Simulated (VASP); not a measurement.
Runs of VASP 6.6.1 on LiBr. Symmetry: Fm-3m, No. 225, cubic system. The conventional cell has a = 5.479 Å, b = 5.479 Å, c = 5.479 Å, α = 90.00°, β = 90.00°, γ = 90.00°. Li (site symmetry m-3m) has 6 Br at 2.74 Å within 3.6 Å. Within 3.6 Å of Br (site symmetry m-3m) lie 6 Li at 2.74 Å. 

```tsv
level	share of exact exchange	screening parameter	gap on the mesh (eV)	pressure (GPa)
PBE-based screened hybrid with 20 % exact exchange	0.2	0.3 1/Å	(b)	0.1
PBE-based screened hybrid with 15 % exact exchange	0.15	0.2078 1/Å	5.72	0.2
PBE-based screened hybrid with 5 % exact exchange	0.05	0.5 1/Å	5.12	0.4
PBE-based screened hybrid with 15 % exact exchange	0.15	0.1 1/Å	5.93	0.1
HSE06	0.25	0.2079 1/Å	6.21	(a)
```

Alike in all rows: task single point; potentials or basis VASP PAW PBE potentials, release 64 (Li_sv, Br); no spin polarisation; cell as given; k mesh 4 × 4 × 4; cutoff (eV) 650; smearing gaussian 0.01 eV.

Question: Estimate the missing entries.

Answer: (a) -0.1; (b) 5.79.

Caveats: all runs use coarse meshes; the PAW data sets were made with another functional, which shifts forces and pressure a little.

A k mesh can miss the band edges, and the runs leave out spin-orbit coupling on Br.
